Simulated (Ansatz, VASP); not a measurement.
# One calculation of W, two programs

File POSCAR:

```
W
1.0
   -1.4231041611      1.4231041611      2.0122692838
    1.4231041611     -1.4231041611      2.0122692838
    1.4231041611      1.4231041611     -2.0122692838
W
1
Direct
    0.0000000000      0.0000000000      0.0000000000
```

File INCAR.step1:

```
SYSTEM = W
  PREC = Accurate
  ENCUT = 520
  ISMEAR = 0
  SIGMA = 0.15
  LREAL = .False.
  LASPH = .True.
  NELM = 100
  NBANDS = 13
  GGA = PE
  ALGO = Normal
  EDIFF = 1E-4
  LWAVE = .True.
  LCHARG = .False.
```

INCAR.step2

```
SYSTEM = W
  PREC = Accurate
  ENCUT = 520
  EDIFF = 1E-7
  ISMEAR = 0
  SIGMA = 0.15
  LREAL = .False.
  LASPH = .True.
  NELM = 100
  ALGO = Normal
  ISIF = 2
  LWAVE = .False.
  LCHARG = .False.
  METAGGA = R2SCAN
  LMIXTAU = .True.
  NBANDS = 13
  ISTART = 1
```

KPOINTS

```
Automatic mesh
0
Gamma
  24 24 24
  0 0 0
```

Input for Ansatz:

```yaml
crystal:
  lattice:
    - [-1.4231041611, 1.4231041611, 2.0122692838]
    - [1.4231041611, -1.4231041611, 2.0122692838]
    - [1.4231041611, 1.4231041611, -2.0122692838]
  atoms:
    - { symbol: W, position: [0.0, 0.0, 0.0] }
basis:
  ecutwfc: 500
kpoints:
  mp_grid: { grid: [24, 24, 24] }
hamiltonian:
  xc: r2scan
scf:
  occupations: { method: gaussian, width: 0.15 }
output:
  forces: true
  stress: true
  eigenvalues: true
  write_density: true
  write_potential: true
  elf: true
  volumetric_format: npy
```

Alike in both runs: task single point; functional r2SCAN; k mesh 24 × 24 × 24; occupations gaussian, width 0.15 eV; no spin polarisation.

|  | VASP | Ansatz |
| --- | --- | --- |
| version | VASP 6.6.1 | Ansatz 0.2.0 |
| potentials or method | VASP PAW PBE potentials, release 64 (W_sv), cutoff 520 eV | scalar-relativistic, plane waves, PAW |
| valence electrons in the cell | 14 | 14 |

```csv
,VASP,Ansatz,Ansatz less VASP
gap on the k mesh at the Fermi level (eV),none,none,-
pressure (GPa),-0.5,-1.7,-1.13
```

VASP's potentials were made for PBE, not for r2SCAN. A gap of «none» marks a metal or a gap that the smearing closes. The functional is the same, so the differences come from potentials, cutoffs and numerics.

Spin-orbit coupling is off throughout.
